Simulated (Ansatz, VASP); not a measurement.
# One calculation of Pb, two programs

```xyz
1
Lattice="0.0000 2.4328 2.4698 2.5068 0.0000 2.4698 2.5068 2.4328 0.0000" Properties=species:S:1:pos:R:3 pbc="T T T"
Pb    0.0000    0.0000    0.0000
```

Change from the starting cell: strain +0.0150 x Voigt [1, -1, 0, 0, 0, 0], atoms carried along.

Alike in both runs: task single point; functional PBE; k mesh 16 × 16 × 16; occupations gaussian, width 0.15 eV; no spin polarisation.

|  | VASP | Ansatz |
| --- | --- | --- |
| version | VASP 6.6.1 | Ansatz 0.2.0 |
| potentials or method | VASP PAW PBE potentials, release 64 (Pb_d), cutoff 520 eV | scalar-relativistic, plane waves, PAW |
| valence electrons in the cell | 14 | 14 |

|  | VASP | Ansatz | Ansatz less VASP |
| --- | --- | --- | --- |
| gap on the k mesh at the Fermi level (eV) | none | none | - |
| pressure (GPa) | 2.7 | 2.7 | +0.02 |
| traceless stress, the component that is largest in VASP (GPa) | 0.32 | 0.32 | -0.001 |

A gap of «none» marks a metal or a gap that the smearing closes. With one functional, cell and mesh, what is left measures potentials, basis and numerics.

Neither program's run includes spin-orbit coupling.
